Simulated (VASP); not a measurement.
# H: relaxation of cell and atoms with RPBE

Crystal: H.

```
H
1.0
    -1.69153    1.69153    2.05847
     1.69153   -1.69153    2.05847
     1.69153    1.69153   -2.05847
H
2
Direct
  0.09014 0.09014 0.00000
  0.90986 0.90986 0.00000
```

```
Program                : VASP 6.6.1
Task                   : relaxation of cell and atoms
Functional             : RPBE
Potentials or basis    : VASP PAW PBE potentials, release 64 (H_h)
Cutoff                 : 1230 eV
k mesh                 : 11 × 11 × 11
Occupations            : fermi-dirac, width 0.05 eV
Spin                   : no spin polarisation
Dipole correction      : no
Further INCAR settings : ALGO = Normal; EDIFF = 1e-07; IBRION = 2; EDIFFG = -0.01; NSW = 60; ISIF = 3
```

| Property | Result |
| --- | --- |
| Relaxed volume | 18.36 Å³/atom |
| Relaxed cell | a = 3.656 Å, b = 3.656 Å, c = 3.656 Å, α = 114.90°, β = 114.90°, γ = 99.09° |
| Space group after relaxing (to 0.1 Å) | I4/mmm (No. 139) |
| Energy gained by relaxing | 13.7 meV/atom |
| Ionic steps | 15 |
| Pressure after relaxing | -0.1 GPa |
| Band gap on the k mesh | 9.53 eV (least direct gap 9.89 eV) |

Step by step:
| step | energy change (eV) | largest force (eV/Å) | pressure (GPa) | volume (Å³) |
| --- | --- | --- | --- | --- |
| 1 | 0.0000 | 0.0569 | 1.12 | 23.56 |
| 2 | -0.0009 | 0.2569 | 0.56 | 23.84 |
| 3 | -0.0009 | 0.1959 | 0.67 | 23.79 |
| 4 | -0.0017 | 0.1927 | 0.66 | 23.90 |
| 5 | -0.0038 | 0.1825 | 0.62 | 24.25 |
| 6 | -0.0077 | 0.1603 | 0.55 | 24.97 |
| 7 | -0.0143 | 0.1076 | 0.45 | 26.43 |
| 8 | -0.0230 | 0.0300 | 0.34 | 29.54 |
| 9 | -0.0249 | 0.4425 | 0.42 | 36.46 |
| 10 | -0.0260 | 0.3167 | 0.27 | 37.02 |
| 11 | -0.0267 | 0.0608 | -0.03 | 38.23 |
| 12 | -0.0267 | 0.0978 | 0.01 | 38.05 |
| 13 | -0.0268 | 0.0876 | 0.00 | 37.92 |
| 14 | -0.0271 | 0.0574 | -0.02 | 37.52 |
| 15 | -0.0275 | 0.0012 | -0.05 | 36.73 |

Final structure:
```xyz
2
Lattice="-1.9673 1.9673 2.3726 1.9673 -1.9673 2.3726 1.9673 1.9673 -2.3726" Properties=species:S:1:pos:R:3 pbc="T T T"
H     0.0000    0.0000    0.3735
H     0.0000    0.0000    4.3717
```

Levels at points of the mesh, in eV from the valence-band top:
| k point | band 1 | band 2 | band 3 | band 4 | band 5 |
| --- | --- | --- | --- | --- | --- |
| (0.00, 0.00, 0.00) | -1.02 | 11.50 | 15.23 | 20.11 | 20.11 |

Run time: 4.2 min on 1 thread of Intel(R) Xeon(R) Platinum 8259CL CPU @ 2.50GHz (Skylake/Cascade Lake) (shared host), peak memory 0.22 GiB.

Caveat: the volume moved by over 15 % at a fixed basis, so the end points are rough; this functional lacks dispersion, which holds the molecules together, so the pressure and a relaxed volume are unreliable; the PAW data sets were made with another functional, which shifts forces and pressure a little. A k mesh can miss the band edges.
